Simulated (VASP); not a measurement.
# Cd2Se (P4/nmm) in VASP: a series of runs

The runs below take Cd2Se through single point, with PBE.

Program: VASP 6.6.1. These are calculated values, not measurements. Logs are shortened: lines on timing, memory, paths and dates and some standing lists are left out, and cuts for length are marked.

**1. The cell of the first run**

It takes space group P4/nmm (No. 129, tetragonal). Conventional cell: a = 4.059 Å, b = 4.059 Å, c = 9.358 Å, α = 90.00°, β = 90.00°, γ = 90.00°. Within 3.8 Å of Cd (site symmetry -4m2) lie 4 Cd at 2.87 Å and 4 Se at 3.67 Å. Within 3.7 Å of Cd (site symmetry 4mm) lie 5 Se at 2.80 to 2.90 Å. Se (site symmetry 4mm) has 9 Cd at 2.80 to 3.67 Å within 3.7 Å.

**2. Single point, PBE**

Contents of INCAR:

```
  PREC = Accurate
  ENCUT = 520
  EDIFF = 1E-7
  ISMEAR = 0
  SIGMA = 0.1
  LREAL = F
  LASPH = T
  NELM = 80
  ALGO = Normal
  ISIF = 2
  LWAVE = F
  LCHARG = T
  GGA = PE
  LELF = T
  LVHAR = T
  NBANDS = 39
```

Contents of KPOINTS:

```
Automatic mesh
0
Gamma
  4 4 4
```

Contents of POSCAR:

```
Cd2Se
1.0
    4.0589493124      0.0000000000      0.0000000000
    0.0000000000      4.0589493124      0.0000000000
    0.0000000000      0.0000000000      9.3582792318
Cd Se
4 2
Direct
    0.0000000000      0.0000000000      0.0000000000
    0.5000000000      0.5000000000      0.0000000000
    0.0000000000      0.5000000000      0.3737185096
    0.5000000000      0.0000000000      0.6262814904
    0.0000000000      0.5000000000      0.6730178055
    0.5000000000      0.0000000000      0.3269821945
```

Potentials or basis: VASP PAW PBE potentials, release 64 (Cd, Se).

Started as:

```bash
$ cat potpaw_PBE.64/Cd/POTCAR potpaw_PBE.64/Se/POTCAR > POTCAR
$ mpirun -np 1 vasp_std > vasp.out
```

OUTCAR:

```text
PREC = Accurate
   ENCUT = 520
   EDIFF = 1E-7
   ISMEAR = 0
   LREAL = F
   LASPH = T
   NELM = 80
   ISIF = 2
   GGA = PE

 ion  position               nearest neighbor table
   1  0.000  0.000  0.000-   2 2.87   2 2.87   2 2.87   2 2.87
   2  0.500  0.500  0.000-   1 2.87   1 2.87   1 2.87   1 2.87
   3  0.000  0.500  0.374-   5 2.80   6 2.90   6 2.90   6 2.90   6 2.90   4 3.72   4 3.72   4 3.72
                             4 3.72
   4  0.500  0.000  0.626-   6 2.80   5 2.90   5 2.90   5 2.90   5 2.90   3 3.72   3 3.72   3 3.72
                             3 3.72
   5  0.000  0.500  0.673-   3 2.80   4 2.90   4 2.90   4 2.90   4 2.90
   6  0.500  0.000  0.327-   4 2.80   3 2.90   3 2.90   3 2.90   3 2.90

  LATTYP: Found a simple tetragonal cell.
 ALAT       =     4.0589493124
 C/A-ratio  =     2.3055915488

  Lattice vectors:

 A1 = (   4.0589493124,   0.0000000000,   0.0000000000)
 A2 = (   0.0000000000,   4.0589493124,   0.0000000000)
 A3 = (   0.0000000000,   0.0000000000,   9.3582792318)

Analysis of symmetry for initial positions (statically):
=====================================================================
 Subroutine PRICEL returns:
 Original cell was already a primitive cell.

 Routine SETGRP: Setting up the symmetry group for a
 simple tetragonal supercell.

 Subroutine GETGRP returns: Found 16 space group operations
 (whereof  8 operations were pure point group operations)
 out of a pool of 16 trial point group operations.

The static configuration has the point symmetry D_2d.
 The point group associated with its full space group is D_4h.

Analysis of symmetry for dynamics (positions and initial velocities):
=====================================================================
 Subroutine PRICEL returns:
 Original cell was already a primitive cell.

 Routine SETGRP: Setting up the symmetry group for a
 simple tetragonal supercell.

 Subroutine GETGRP returns: Found 16 space group operations
 (whereof  8 operations were pure point group operations)
 out of a pool of 16 trial point group operations.

The dynamic configuration has the point symmetry D_2d.
 The point group associated with its full space group is D_4h.

 Subroutine INISYM returns: Found 16 space group operations
 (whereof  8 operations are pure point group operations),
 and found     1 'primitive' translations

----------------------------------------------------------------------------------------

                                     Primitive cell

  volume of cell :     154.1783

  direct lattice vectors                    reciprocal lattice vectors
     4.058949312  0.000000000  0.000000000     0.246369177  0.000000000  0.000000000
     0.000000000  4.058949312  0.000000000     0.000000000  0.246369177  0.000000000
     0.000000000  0.000000000  9.358279232     0.000000000  0.000000000  0.106857252

  length of vectors
     4.058949312  4.058949312  9.358279232     0.246369177  0.246369177  0.106857252

  position of ions in fractional coordinates (direct lattice)
     0.000000000  0.000000000  0.000000000
     0.500000000  0.500000000  0.000000000
     0.000000000  0.500000000  0.373718510
     0.500000000  0.000000000  0.626281490
     0.000000000  0.500000000  0.673017806
     0.500000000  0.000000000  0.326982194

  ion indices of the primitive-cell ions
   primitive index   ion index
                 1           1
                 2           2
                 3           3
                 4           4
                 5           5
                 6           6

----------------------------------------------------------------------------------------

 KPOINTS: Automatic mesh

Automatic generation of k-mesh.
 Grid dimensions read from file:
 generate k-points for:    4    4    4

 Generating k-lattice:

  Cartesian coordinates                     Fractional coordinates (reciprocal lattice)
     0.061592294  0.000000000  0.000000000     0.250000000  0.000000000  0.000000000
     0.000000000  0.061592294  0.000000000     0.000000000  0.250000000  0.000000000
     0.000000000  0.000000000  0.026714313     0.000000000  0.000000000  0.250000000

  Length of vectors
     0.061592294  0.061592294  0.026714313

  Shift w.r.t. Gamma in fractional coordinates (k-lattice)
     0.000000000  0.000000000  0.000000000

 Subroutine IBZKPT returns following result:
 ===========================================

 Found     18 irreducible k-points:

 Following reciprocal coordinates:
            Coordinates               Weight
  0.000000  0.000000  0.000000      1.000000
  0.250000  0.000000  0.000000      4.000000
  0.500000  0.000000  0.000000      2.000000
  0.250000  0.250000  0.000000      4.000000
  0.500000  0.250000  0.000000      4.000000
  0.500000  0.500000  0.000000      1.000000
[... 10 lines left out ...]
  0.500000  0.250000  0.500000      4.000000
  0.500000  0.500000  0.500000      1.000000
   k-points           NKPTS =     18   k-points in BZ     NKDIM =     18   number of bands    NBANDS=     39
   number of dos      NEDOS =    301   number of ions     NIONS =      6
   total plane-waves  NPLWV =  63000
   dimension x,y,z NGX =    30 NGY =   30 NGZ =   70
   dimension x,y,z NGXF=    60 NGYF=   60 NGZF=  140
   ions per type =               4   2
   NGX,Y,Z   is equivalent  to a cutoff of  12.29, 12.29, 12.44 a.u.
   NGXF,Y,Z  is equivalent  to a cutoff of  24.57, 24.57, 24.87 a.u.
 SYSTEM =  unknown system
   PREC   = accura    normal or accurate (medium, high low for compatibility)
   ISTART =      0    job   : 0-new  1-cont  2-samecut
   ICHARG =      2    charge: 1-file 2-atom 10-const
   ISPIN  =      1    spin polarized calculation?
   LNONCOLLINEAR =      F non collinear calculations
   LSORBIT =      F    spin-orbit coupling
   LASPH  =      T    aspherical Exc in radial PAW
   ENCUT  =  520.0 eV  38.22 Ry    6.18 a.u.   7.55  7.55 17.40*2*pi/ulx,y,z
   NELM   =     80;   NELMIN=  2; NELMDL= -5     # of ELM steps
   EDIFF  = 0.1E-06   stopping-criterion for ELM
   LREAL  =      F    real-space projection
   EDIFFG = 0.1E-05   stopping-criterion for IOM
   NSW    =      0    number of steps for IOM
   IBRION =     -1    ionic relax: 0-MD 1-quasi-New 2-CG
   NFREE  =      0    steps in history (QN), initial steepest desc. (CG)
   ISIF   =      2    stress and relaxation
   ISYM   =      2    0-nonsym 1-usesym 2-fastsym
   POTIM  = 0.5000    time-step for ionic-motion
   TEBEG  =    0.0;   TEEND  =   0.0 temperature during run
   PSTRESS=    0.0 pullay stress
   NELECT =      60.0000    total number of electrons
   NUPDOWN=      -1.0000    fix difference up-down
   EMIN   =  10.00;   EMAX   =-10.00  energy-range for DOS
   EFERMI =   0.00;   METHOD = LEGACY
   ISMEAR =     0;   SIGMA  =   0.10  broadening in eV -4-tet -1-fermi 0-gaus
   EFERMI_NEDOS =   21; number of points for ismear=-14 and -15
   IALGO  =     38    algorithm
   IMIX   =      4    mixing-type and parameters
     AMIX     =   0.40;   BMIX     =  1.00
     AMIX_MAG =   1.60;   BMIX_MAG =  1.00
  volume/ion in A,a.u.               =      25.70       173.41
  Fermi-wavevector in a.u.,A,eV,Ry     =   1.195228  2.258654 19.436881  1.428570
  Thomas-Fermi vector in A             =   2.331199
   LORBIT       =      0    0 simple, 1 ext, 2 COOP (PROOUT), +10 PAW based schemes
   GGA     = PE    functional components
   LHFCALC =     F    Hartree Fock is set to
   AEXX    =    0.0000 exact exchange contribution
   IVDW    =     0    specifies the selected vdW correction
   LEPSILON=     F    determine dielectric tensor
   LRPA    =     F    only Hartree local field effects (RPA)
 non-spin polarized calculation
 Gauss-broadening in eV      SIGMA  =   0.10
  energy-cutoff  :      520.00
  volume of cell :      154.18
 maximum number of plane-waves:      4203
   NGX = 15   NGY = 15   NGZ = 35

 number of electron      59.9999973 magnetization

 Free energy of the ion-electron system (eV)
  ---------------------------------------------------
  ext. energy  EPLUGINS =         0.00000000
  ---------------------------------------------------
  free energy    TOTEN  =       -11.13058598 eV

  energy without entropy =      -11.12376393  energy(sigma->0) =      -11.12717495

 E-fermi :   2.5013     XC(G=0):  -9.7591

 val. band max:        2.4113812446   @ k =   0.0000   0.0000   0.0000
 cond. band min:       2.5321683547   @ k =   0.2500   0.2500   0.0000
 fundamental gap:      0.1207871101
 Fermi energy:         2.5013390261

 k-point     1 :       0.0000    0.0000    0.0000
  band No.  band energies     occupation
      1     -11.0518      2.00000
      2     -10.7489      2.00000
      3      -7.3513      2.00000
      4      -7.0868      2.00000
      5      -6.9409      2.00000
      6      -6.5453      2.00000
[... 31 lines left out ...]
     38       8.1696      0.00000
     39       9.5673      0.00000

 k-point     2 :       0.2500    0.0000    0.0000
  band No.  band energies     occupation
      1     -10.8222      2.00000
      2     -10.5966      2.00000
      3      -7.1141      2.00000
      4      -6.8657      2.00000
      5      -6.7309      2.00000
      6      -6.5189      2.00000
[... 31 lines left out ...]
     38       8.3678      0.00000
     39       8.3712      0.00000

 k-point     3 :       0.5000    0.0000    0.0000
  band No.  band energies     occupation
      1     -10.4921      2.00000
      2     -10.4921      2.00000
      3      -6.5715      2.00000
      4      -6.5715      2.00000
      5      -6.5147      2.00000
      6      -6.5147      2.00000
[... 580 lines left out ...]
 k-point    17 :       0.5000    0.2500    0.5000
  band No.  band energies     occupation
      1     -10.4813      2.00000
      2     -10.4813      2.00000
      3      -6.8282      2.00000
      4      -6.8282      2.00000
      5      -6.5760      2.00000
      6      -6.5760      2.00000
[... 31 lines left out ...]
     38       7.1404      0.00000
     39       8.5439      0.00000

 k-point    18 :       0.5000    0.5000    0.5000
  band No.  band energies     occupation
      1     -10.4715      2.00000
      2     -10.4715      2.00000
      3      -7.0056      2.00000
      4      -7.0056      2.00000
      5      -6.6913      2.00000
      6      -6.6913      2.00000
[... 31 lines left out ...]
     38       8.3208      0.00000
     39       8.6496      0.00000

------------------------ aborting loop because EDIFF is reached ----------------------------------------

  FORCE on cell =-STRESS in cart. coord.  units (eV):
  Direction    XX          YY          ZZ          XY          YZ          ZX
  --------------------------------------------------------------------------------------
  -------------------------------------------------------------------------------------
  Total        0.2515795      0.2515795      0.3358437      0.0000000      0.0000000      0.0000000
  in kB        2.6143434      2.6143434      3.4899930      0.0000000      0.0000000      0.0000000
  external PRESSURE =       2.9062266 kB  Pullay stress =       0.0000000 kB

 VOLUME and BASIS-vectors are now :
 -----------------------------------------------------------------------------
  energy-cutoff  :      520.00
  volume of cell :      154.18
      direct lattice vectors                 reciprocal lattice vectors
     4.058949312  0.000000000  0.000000000     0.246369177  0.000000000  0.000000000
     0.000000000  4.058949312  0.000000000     0.000000000  0.246369177  0.000000000
     0.000000000  0.000000000  9.358279232     0.000000000  0.000000000  0.106857252

 POSITION                                       TOTAL-FORCE (eV/Angst)
 -----------------------------------------------------------------------------------
      0.00000      0.00000      0.00000         0.000000     -0.000000      0.000000
      2.02947      2.02947      0.00000         0.000000      0.000000      0.000000
      0.00000      2.02947      3.49736         0.000000     -0.000000     -0.005746
      2.02947      0.00000      5.86092        -0.000000      0.000000      0.005746
      0.00000      2.02947      6.29829         0.000000      0.000000      0.019550
      2.02947      0.00000      3.05999         0.000000      0.000000     -0.019550
 -----------------------------------------------------------------------------------
    total drift:                                0.000000      0.000000      0.000000

  FREE ENERGIE OF THE ION-ELECTRON SYSTEM (eV)
  ---------------------------------------------------
  free  energy   TOTEN  =       -11.1305859809 eV

  energy  without entropy=      -11.1237639270  energy(sigma->0) =      -11.12717495
```

Run time: 40 s. Hardware: 1 thread of Intel Xeon 6975P-C (Granite Rapids), shared host; peak memory 0.27 GiB.

Results:

* Free energy: -11.1306 eV
* Pressure: 0.3 GPa
* Largest force: 0.020 eV/Å
* Band gap on the k mesh: zero (band 30 reaches 2.66 eV, above the bottom of band 31 at 1.65 eV)

Forces in eV/Å, atoms in the order of the input:
```
Cd   0.000  0.000  0.000
Cd   0.000  0.000  0.000
Cd   0.000  0.000 -0.006
Cd   0.000  0.000  0.006
Se   0.000  0.000  0.020
Se   0.000  0.000 -0.020
```

Stress tensor (GPa, compression positive):
```
0.26 0.00 0.00
0.00 0.26 0.00
0.00 0.00 0.35
```

Levels at points of the mesh, in eV from the Fermi level:
```csv
k point,band 28,band 29,band 30,band 31,band 32,band 33
"(0.00, 0.00, 0.00)",-1.89,-1.89,-0.52,-0.09,1.41,2.68
"(0.50, 0.00, 0.00)",-1.62,-1.16,-1.16,1.39,1.39,3.33
"(0.50, 0.50, 0.00)",-3.24,-1.83,-1.83,-0.85,-0.85,0.65
"(0.00, 0.00, 0.50)",-1.94,-1.77,-1.62,-0.48,2.73,2.73
"(0.50, 0.00, 0.50)",-2.55,-1.15,-1.15,2.61,2.61,3.09
"(0.50, 0.50, 0.50)",-3.40,-0.80,-0.80,-0.67,-0.67,-0.61
```

Caveat: the k points lie up to 0.39 Å⁻¹ apart.

(Part 1 of 2 ends here.)
